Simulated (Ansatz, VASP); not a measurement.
# Two plane-wave programs on Cu

```
CELL_PARAMETERS angstrom
2.55619 0.00000 0.00000
1.27810 2.21373 0.00000
0.00000 0.00000 32.78409
ATOMIC_POSITIONS crystal
Cu 0.00000 0.00000 0.22819
Cu 0.33333 0.33333 0.28799
Cu 0.66667 0.66667 0.34842
Cu 0.00000 0.00000 0.40901
Cu 0.33333 0.33333 0.46973
Cu 0.66667 0.66667 0.53027
Cu 0.00000 0.00000 0.59099
Cu 0.33333 0.33333 0.65158
Cu 0.66667 0.66667 0.71201
Cu 0.00000 0.00000 0.77181
```

Alike in both runs: functional LDA; k mesh 18 × 18 × 1; occupations gaussian, width 0.1 eV; no spin polarisation.

Ansatz relaxed the structure, and its values are those at the end. VASP's run is a single point on that final structure, the one shown.

|  | VASP | Ansatz |
| --- | --- | --- |
| version | VASP 6.6.1 | Ansatz 0.2.0 |
| potentials or method | VASP PAW LDA potentials, release 64 (Cu) | scalar-relativistic, plane waves, PAW |
| plane-wave cutoff (eV) | 520 | 420 |
| valence electrons in the cell | 110 | 190 |

VASP gave:

```
gap on the k mesh at the Fermi level (eV) : none
rms of the force components (eV/Å)        : 0.008
```

Task: Estimate Ansatz's values.

Result: gap on the k mesh at the Fermi level (eV): none; rms of the force components (eV/Å): 0.000.

LDA's correlation is that of Perdew and Zunger in VASP and of Perdew and Wang (1992) in Ansatz. A gap of «none» marks a metal or a gap that the smearing closes. VASP's potentials hold 110 valence electrons a cell and Ansatz's 190, so a difference there can come from the potentials and not from the codes. Ansatz's warnings: structure snapped to symmetry, xc potential rough in thin density.
